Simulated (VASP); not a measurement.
# SiO2 (P4_2/mnm) in VASP: a series of runs

Runs on SiO2. Level: PBEsol. Tasks: single point.

Program: VASP 6.6.1. These are calculated values, not measurements. Logs are shortened: lines on timing, memory, paths and dates and some standing lists are left out, and cuts for length are marked.

## (1) The cell of the first run

Symmetry: P4_2/mnm, No. 136, tetragonal system. The conventional cell has a = 4.205 Å, b = 4.205 Å, c = 2.675 Å, α = 90.00°, β = 90.00°, γ = 90.00°. Within 2.3 Å of Si (site symmetry mmm) lie 6 O at 1.76 to 1.82 Å. Within 2.3 Å of O (site symmetry m2m) lie 3 Si at 1.76 to 1.82 Å and 1 O at 2.30 Å.

## (2) Single point, PBEsol (7.88 Å³/atom)

File INCAR:

```
SYSTEM = SiO2
PREC = Accurate
ENCUT = 520
EDIFF = 1E-7
ISMEAR = -1
SIGMA = 0.05
LREAL = .FALSE.
LASPH = .TRUE.
NELM = 60
ALGO = Normal
ISIF = 2
LWAVE = .FALSE.
LCHARG = .FALSE.
GGA = PS
NBANDS = 25
```

File KPOINTS:

```
Automatic mesh
0
G
  6 6 10
  0 0 0
```

File POSCAR:

```
SiO2
1.0
    4.2047576137      0.0000000000      0.0000000000
    0.0000000000      4.2047576137      0.0000000000
    0.0000000000      0.0000000000      2.6754173077
Si O
2 4
Direct
    0.0000000000      0.0000000000      0.0000000000
    0.5000000000      0.5000000000      0.5000000000
    0.8068390000      0.1931610000      0.5000000000
    0.3068390000      0.3068390000      0.0000000000
    0.1931610000      0.8068390000      0.5000000000
    0.6931610000      0.6931610000      0.0000000000
```

Potentials or basis: VASP PAW PBE potentials, release 64 (Si, O).

On the command line:

```
cat potpaw_PBE.64/Si/POTCAR potpaw_PBE.64/O/POTCAR > POTCAR
mpirun -np 1 vasp_std > vasp.out
```

OUTCAR:

```text
SYSTEM = SiO2
   PREC = Accurate
   ENCUT = 520
   EDIFF = 1E-7
   ISMEAR = -1
   LREAL = .FALSE.
   LASPH = .TRUE.
   NELM = 60
   ISIF = 2
   GGA = PS

 ion  position               nearest neighbor table
   1  0.000  0.000  0.000-   3 1.76   5 1.76   3 1.76   5 1.76   4 1.82   6 1.82
   2  0.500  0.500  0.500-   4 1.76   6 1.76   4 1.76   6 1.76   5 1.82   3 1.82
   3  0.807  0.193  0.500-   1 1.76   1 1.76   2 1.82
   4  0.307  0.307  0.000-   2 1.76   2 1.76   1 1.82
   5  0.193  0.807  0.500-   1 1.76   1 1.76   2 1.82
   6  0.693  0.693  0.000-   2 1.76   2 1.76   1 1.82

  LATTYP: Found a simple tetragonal cell.
 ALAT       =     4.2047576137
 C/A-ratio  =     0.6362833613

  Lattice vectors:

 A1 = (   4.2047576137,   0.0000000000,   0.0000000000)
 A2 = (   0.0000000000,   4.2047576137,   0.0000000000)
 A3 = (   0.0000000000,   0.0000000000,   2.6754173077)

Analysis of symmetry for initial positions (statically):
=====================================================================
 Subroutine PRICEL returns:
 Original cell was already a primitive cell.

 Routine SETGRP: Setting up the symmetry group for a
 simple tetragonal supercell.

 Subroutine GETGRP returns: Found 16 space group operations
 (whereof  8 operations were pure point group operations)
 out of a pool of 16 trial point group operations.

The static configuration has the point symmetry D_2h.
 The point group associated with its full space group is D_4h.

Analysis of symmetry for dynamics (positions and initial velocities):
=====================================================================
 Subroutine PRICEL returns:
 Original cell was already a primitive cell.

 Routine SETGRP: Setting up the symmetry group for a
 simple tetragonal supercell.

 Subroutine GETGRP returns: Found 16 space group operations
 (whereof  8 operations were pure point group operations)
 out of a pool of 16 trial point group operations.

The dynamic configuration has the point symmetry D_2h.
 The point group associated with its full space group is D_4h.

 Subroutine INISYM returns: Found 16 space group operations
 (whereof  8 operations are pure point group operations),
 and found     1 'primitive' translations

----------------------------------------------------------------------------------------

                                     Primitive cell

  volume of cell :      47.3013

  direct lattice vectors                    reciprocal lattice vectors
     4.204757614  0.000000000  0.000000000     0.237825837  0.000000000  0.000000000
     0.000000000  4.204757614  0.000000000     0.000000000  0.237825837  0.000000000
     0.000000000  0.000000000  2.675417308     0.000000000  0.000000000  0.373773466

  length of vectors
     4.204757614  4.204757614  2.675417308     0.237825837  0.237825837  0.373773466

  position of ions in fractional coordinates (direct lattice)
     0.000000000  0.000000000  0.000000000
     0.500000000  0.500000000  0.500000000
     0.806839000  0.193161000  0.500000000
     0.306839000  0.306839000  0.000000000
     0.193161000  0.806839000  0.500000000
     0.693161000  0.693161000  0.000000000

  ion indices of the primitive-cell ions
   primitive index   ion index
                 1           1
                 2           2
                 3           3
                 4           4
                 5           5
                 6           6

----------------------------------------------------------------------------------------

 KPOINTS: Automatic mesh

Automatic generation of k-mesh.
 Grid dimensions read from file:
 generate k-points for:    6    6   10

 Generating k-lattice:

  Cartesian coordinates                     Fractional coordinates (reciprocal lattice)
     0.039637640  0.000000000  0.000000000     0.166666667  0.000000000  0.000000000
     0.000000000  0.039637640  0.000000000     0.000000000  0.166666667  0.000000000
     0.000000000  0.000000000  0.037377347     0.000000000  0.000000000  0.100000000

  Length of vectors
     0.039637640  0.039637640  0.037377347

  Shift w.r.t. Gamma in fractional coordinates (k-lattice)
     0.000000000  0.000000000  0.000000000

 Subroutine IBZKPT returns following result:
 ===========================================

 Found     60 irreducible k-points:

 Following reciprocal coordinates:
            Coordinates               Weight
  0.000000  0.000000  0.000000      1.000000
  0.166667  0.000000  0.000000      4.000000
  0.333333  0.000000  0.000000      4.000000
  0.500000  0.000000  0.000000      2.000000
  0.166667  0.166667  0.000000      4.000000
  0.333333  0.166667  0.000000      8.000000
[... 16 lines left out ...]
  0.333333  0.000000  0.200000      8.000000
  0.500000  0.000000  0.200000      4.000000
 [... further k-points ...]
   k-points           NKPTS =     60   k-points in BZ     NKDIM =     60   number of bands    NBANDS=     25
   number of dos      NEDOS =    301   number of ions     NIONS =      6
   total plane-waves  NPLWV =  20480
   dimension x,y,z NGX =    32 NGY =   32 NGZ =   20
   dimension x,y,z NGXF=    64 NGYF=   64 NGZF=   40
   ions per type =               2   4
   NGX,Y,Z   is equivalent  to a cutoff of  12.65, 12.65, 12.43 a.u.
   NGXF,Y,Z  is equivalent  to a cutoff of  25.30, 25.30, 24.86 a.u.
 SYSTEM =  SiO2
   PREC   = accura    normal or accurate (medium, high low for compatibility)
   ISTART =      0    job   : 0-new  1-cont  2-samecut
   ICHARG =      2    charge: 1-file 2-atom 10-const
   ISPIN  =      1    spin polarized calculation?
   LNONCOLLINEAR =      F non collinear calculations
   LSORBIT =      F    spin-orbit coupling
   LASPH  =      T    aspherical Exc in radial PAW
   ENCUT  =  520.0 eV  38.22 Ry    6.18 a.u.   7.82  7.82  4.97*2*pi/ulx,y,z
   NELM   =     60;   NELMIN=  2; NELMDL= -5     # of ELM steps
   EDIFF  = 0.1E-06   stopping-criterion for ELM
   LREAL  =      F    real-space projection
   EDIFFG = 0.1E-05   stopping-criterion for IOM
   NSW    =      0    number of steps for IOM
   IBRION =     -1    ionic relax: 0-MD 1-quasi-New 2-CG
   NFREE  =      0    steps in history (QN), initial steepest desc. (CG)
   ISIF   =      2    stress and relaxation
   ISYM   =      2    0-nonsym 1-usesym 2-fastsym
   POTIM  = 0.5000    time-step for ionic-motion
   TEBEG  =    0.0;   TEEND  =   0.0 temperature during run
   PSTRESS=    0.0 pullay stress
   NELECT =      32.0000    total number of electrons
   NUPDOWN=      -1.0000    fix difference up-down
   EMIN   =  10.00;   EMAX   =-10.00  energy-range for DOS
   EFERMI =   0.00;   METHOD = LEGACY
   ISMEAR =    -1;   SIGMA  =   0.05  broadening in eV -4-tet -1-fermi 0-gaus
   EFERMI_NEDOS =   21; number of points for ismear=-14 and -15
   IALGO  =     38    algorithm
   IMIX   =      4    mixing-type and parameters
     AMIX     =   0.40;   BMIX     =  1.00
     AMIX_MAG =   1.60;   BMIX_MAG =  1.00
  volume/ion in A,a.u.               =       7.88        53.20
  Fermi-wavevector in a.u.,A,eV,Ry     =   1.437144  2.715809 28.101246  2.065383
  Thomas-Fermi vector in A             =   2.556254
   LORBIT       =      0    0 simple, 1 ext, 2 COOP (PROOUT), +10 PAW based schemes
   GGA     = PS    functional components
   LHFCALC =     F    Hartree Fock is set to
   AEXX    =    0.0000 exact exchange contribution
   IVDW    =     0    specifies the selected vdW correction
   LEPSILON=     F    determine dielectric tensor
   LRPA    =     F    only Hartree local field effects (RPA)
 non-spin polarized calculation
  energy-cutoff  :      520.00
  volume of cell :       47.30
 maximum number of plane-waves:      1288
 NGX is ok and might be reduce to    32
   NGX = 15   NGY = 15   NGZ =  9

 number of electron      31.9999983 magnetization

 Free energy of the ion-electron system (eV)
  ---------------------------------------------------
  ext. energy  EPLUGINS =         0.00000000
  ---------------------------------------------------
  free energy    TOTEN  =       -48.98370289 eV

  energy without entropy =      -48.98370289  energy(sigma->0) =      -48.98370289

 E-fermi :   8.8994     XC(G=0): -12.4446

 val. band max:        7.9386140328   @ k =   0.0000   0.0000   0.0000
 cond. band min:      13.2780880414   @ k =   0.0000   0.0000   0.0000
 fundamental gap:      5.3394740086
 Fermi energy:         8.8994207776

 k-point     1 :       0.0000    0.0000    0.0000
  band No.  band energies     occupation
      1     -14.4745      2.00000
      2     -10.8539      2.00000
      3     -10.8539      2.00000
      4     -10.6809      2.00000
      5      -2.8475      2.00000
      6       1.5326      2.00000
[... 17 lines left out ...]
     24      21.8299      0.00000
     25      23.3878      0.00000

 k-point     2 :       0.1667    0.0000    0.0000
  band No.  band energies     occupation
      1     -14.3308      2.00000
      2     -11.5367      2.00000
      3     -10.7818      2.00000
      4     -10.2982      2.00000
      5      -2.6595      2.00000
      6       0.7820      2.00000
[... 17 lines left out ...]
     24      21.2757      0.00000
     25      23.1960      0.00000

 k-point     3 :       0.3333    0.0000    0.0000
  band No.  band energies     occupation
      1     -13.9112      2.00000
      2     -12.4191      2.00000
      3     -10.5893      2.00000
      4     -10.1980      2.00000
      5      -2.1379      2.00000
      6      -0.3385      2.00000
[... 552 lines left out ...]
 k-point    23 :       0.3333    0.0000    0.2000
  band No.  band energies     occupation
      1     -13.4225      2.00000
      2     -12.0477      2.00000
      3     -10.3987      2.00000
      4     -10.1409      2.00000
      5      -1.7816      2.00000
      6       0.0109      2.00000
[... 17 lines left out ...]
     24      20.6022      0.00000
     25      21.9210      0.00000

 k-point    24 :       0.5000    0.0000    0.2000
  band No.  band energies     occupation
      1     -12.8072      2.00000
      2     -12.8072      2.00000
      3     -10.2315      2.00000
      4     -10.2315      2.00000
      5      -0.9323      2.00000
      6      -0.9323      2.00000
[... 17 lines left out ...]
     24      20.3047      0.00000
     25      21.7752      0.00000

 [... further k-points ...]

------------------------ aborting loop because EDIFF is reached ----------------------------------------

  FORCE on cell =-STRESS in cart. coord.  units (eV):
  Direction    XX          YY          ZZ          XY          YZ          ZX
  --------------------------------------------------------------------------------------
  -------------------------------------------------------------------------------------
  Total       -0.1363730     -0.1363730      0.3752641     -0.0000000      0.0000000      0.0000000
  in kB       -4.6191857     -4.6191857     12.7108372     -0.0000000      0.0000000      0.0000000
  external PRESSURE =       1.1574886 kB  Pullay stress =       0.0000000 kB

 VOLUME and BASIS-vectors are now :
 -----------------------------------------------------------------------------
  energy-cutoff  :      520.00
  volume of cell :       47.30
      direct lattice vectors                 reciprocal lattice vectors
     4.204757614  0.000000000  0.000000000     0.237825837  0.000000000  0.000000000
     0.000000000  4.204757614  0.000000000     0.000000000  0.237825837  0.000000000
     0.000000000  0.000000000  2.675417308     0.000000000  0.000000000  0.373773466

 POSITION                                       TOTAL-FORCE (eV/Angst)
 -----------------------------------------------------------------------------------
      0.00000      0.00000      0.00000        -0.000000      0.000000      0.000000
      2.10238      2.10238      1.33771        -0.000000      0.000000      0.000000
      3.39256      0.81220      1.33771        -0.098179      0.098179      0.000000
      1.29018      1.29018      0.00000        -0.098179     -0.098179     -0.000000
      0.81220      3.39256      1.33771         0.098179     -0.098179     -0.000000
      2.91457      2.91457      0.00000         0.098179      0.098179      0.000000
 -----------------------------------------------------------------------------------
    total drift:                                0.000000     -0.000000     -0.000000

  FREE ENERGIE OF THE ION-ELECTRON SYSTEM (eV)
  ---------------------------------------------------
  free  energy   TOTEN  =       -48.9837028930 eV

  energy  without entropy=      -48.9837028930  energy(sigma->0) =      -48.98370289
```

Wall time 70 s (1 thread of Intel Xeon 8259CL, shared host); peak memory 0.19 GiB.

Results:

* Free energy: -48.9837 eV
* Pressure: 0.1 GPa
* Largest force: 0.139 eV/Å
* Band gap on the k mesh: 5.34 eV

Forces on the atoms (eV/Å):
```
Si   0.000  0.000  0.000
Si   0.000  0.000  0.000
O   -0.098  0.098  0.000
O   -0.098 -0.098  0.000
O    0.098 -0.098  0.000
O    0.098  0.098  0.000
```

Caveat: the PAW data sets were made with another functional, which shifts forces and pressure a little. A k mesh can miss the band edges.

## (3) Single point, PBEsol

This run uses another cell than the first one, of 8.04 Å³/atom.

File INCAR:

```
ALGO = Normal ; EDIFF = 1E-6
ENCUT = 520 ; GGA = PS
ISIF = 2 ; ISMEAR = -1
LASPH = T ; LCHARG = F
LREAL = F ; LWAVE = F
NBANDS = 25 ; NELM = 100
PREC = Accurate ; SIGMA = 0.05
```

File KPOINTS:

```
k-points
0
Gamma
  6 6 10
```

POSCAR: that of step 2 with these lines changed.

```diff
@@ -2,5 +2,5 @@
 1.0
-    4.2047576137      0.0000000000      0.0000000000
-    0.0000000000      4.2047576137      0.0000000000
-    0.0000000000      0.0000000000      2.6754173077
+    4.2331690000      0.0000000000      0.0000000000
+    0.0000000000      4.2331690000      0.0000000000
+    0.0000000000      0.0000000000      2.6934950000
 Si O
```

Potentials or basis: VASP PAW PBE potentials, release 64 (Si, O).

On the command line:

```
cat potpaw_PBE.64/Si/POTCAR potpaw_PBE.64/O/POTCAR > POTCAR
mpirun -np 1 vasp_std > vasp.out
```

Run time: 66 s. Hardware: 1 thread of Intel Xeon 8259CL, shared host; peak memory 0.18 GiB.

It converged, with:

| Property | Result |
| --- | --- |
| Free energy | -48.9676 eV |
| Pressure | -6.0 GPa |
| Largest force | 0.003 eV/Å |
| Band gap on the k mesh | 4.99 eV |

Forces in eV/Å, atoms in the order of the input:
```
Si   0.000  0.000  0.000
Si   0.000  0.000  0.000
O    0.002 -0.002  0.000
O    0.002  0.002  0.000
O   -0.002  0.002  0.000
O   -0.002 -0.002  0.000
```

Stress tensor (GPa, compression positive):
```
-6.09  0.00  0.00
 0.00 -6.09  0.00
 0.00  0.00 -5.90
```

Levels at points of the mesh, in eV from the valence-band top:
| k point | band 14 | band 15 | band 16 | band 17 | band 18 | band 19 |
| --- | --- | --- | --- | --- | --- | --- |
| (0.00, 0.00, 0.00) | -0.86 | -0.86 | 0.00 | 4.99 | 6.41 | 8.11 |
| (0.50, 0.00, 0.00) | -2.64 | -1.06 | -1.06 | 7.22 | 7.22 | 8.69 |
| (0.50, 0.50, 0.00) | -2.58 | -2.20 | -2.20 | 6.92 | 6.92 | 9.62 |
| (0.00, 0.00, 0.50) | -2.94 | -2.60 | -2.60 | 8.57 | 8.57 | 12.11 |
| (0.50, 0.00, 0.50) | -2.23 | -1.69 | -1.69 | 8.34 | 8.34 | 9.32 |
| (0.50, 0.50, 0.50) | -1.75 | -1.49 | -1.49 | 6.72 | 6.72 | 10.51 |

Caveat: the cell stands under tension; the PAW data sets were made with another functional, which shifts forces and pressure a little.

## (4) Single point, PBEsol (8.21 Å³/atom)

This run uses another cell than the first one, of 8.21 Å³/atom.

File INCAR:

```
ALGO = Normal
EDIFF = 1E-7
ENCUT = 520
GGA = PS
ISIF = 2
ISMEAR = -1
LASPH = T
LCHARG = T
LELF = T
LREAL = F
LVHAR = T
LWAVE = F
NBANDS = 25
NELM = 60
PREC = Accurate
SIGMA = 0.05
```

KPOINTS is that of step 3.

POSCAR: that of step 3 with these lines changed.

```diff
@@ -2,5 +2,5 @@
 1.0
-    4.2331690000      0.0000000000      0.0000000000
-    0.0000000000      4.2331690000      0.0000000000
-    0.0000000000      0.0000000000      2.6934950000
+    4.2612040488      0.0000000000      0.0000000000
+    0.0000000000      4.2612040488      0.0000000000
+    0.0000000000      0.0000000000      2.7113332351
 Si O
```

On the command line:

```
cat potpaw_PBE.64/Si/POTCAR potpaw_PBE.64/O/POTCAR > POTCAR
mpirun -np 1 vasp_std > vasp.out
```

It took 70 s on 1 thread of Intel Xeon 8259CL, shared host; peak memory 0.19 GiB.

The run converged. Its results:

| Property | Result |
| --- | --- |
| Free energy | -48.9164 eV |
| Pressure | -11.6 GPa |
| Largest force | 0.137 eV/Å |
| Band gap on the k mesh | 4.65 eV |

Forces on the atoms (eV/Å):
```
Si   0.000  0.000  0.000
Si   0.000  0.000  0.000
O    0.097 -0.097  0.000
O    0.097  0.097  0.000
O   -0.097  0.097  0.000
O   -0.097 -0.097  0.000
```

Stress tensor (GPa, compression positive):
```
-11.16   0.00   0.00
  0.00 -11.16   0.00
  0.00   0.00 -12.38
```

Levels at points of the mesh, in eV from the valence-band top:
```csv
k point,band 14,band 15,band 16,band 17,band 18,band 19
"(0.00, 0.00, 0.00)",-0.85,-0.85,0.00,4.65,6.33,7.95
"(0.50, 0.00, 0.00)",-2.60,-1.04,-1.04,6.96,6.96,8.55
"(0.50, 0.50, 0.00)",-2.54,-2.14,-2.14,6.69,6.69,9.44
"(0.00, 0.00, 0.50)",-2.86,-2.53,-2.53,8.30,8.30,11.88
"(0.50, 0.00, 0.50)",-2.19,-1.65,-1.65,8.12,8.12,9.11
"(0.50, 0.50, 0.50)",-1.71,-1.45,-1.45,6.49,6.49,10.36
```

Caveat: the cell stands under tension; the PAW data sets were made with another functional, which shifts forces and pressure a little. A k mesh can miss the band edges.

## (5) Overview

```csv
cell,gap on the mesh (eV),pressure (GPa),largest force (eV/Å)
"a = 4.205, b = 4.205, c = 2.675 Å, 6 atoms",5.34,0.1,0.14
"a = 4.233, b = 4.233, c = 2.693 Å, 6 atoms",4.99,-6.0,-
"a = 4.261, b = 4.261, c = 2.711 Å, 6 atoms",4.65,-11.6,0.14
```

Alike in all rows: task single point; level PBEsol; potentials or basis VASP PAW PBE potentials, release 64 (Si, O); no spin polarisation; k mesh 6 × 6 × 10; cutoff (eV) 520; smearing fermi-dirac 0.05 eV.

Caveats: the PAW data sets were made with another functional, which shifts forces and pressure a little; the cell stands under tension (at least some runs).

Absolute energies hang on the potentials; compare differences alone.
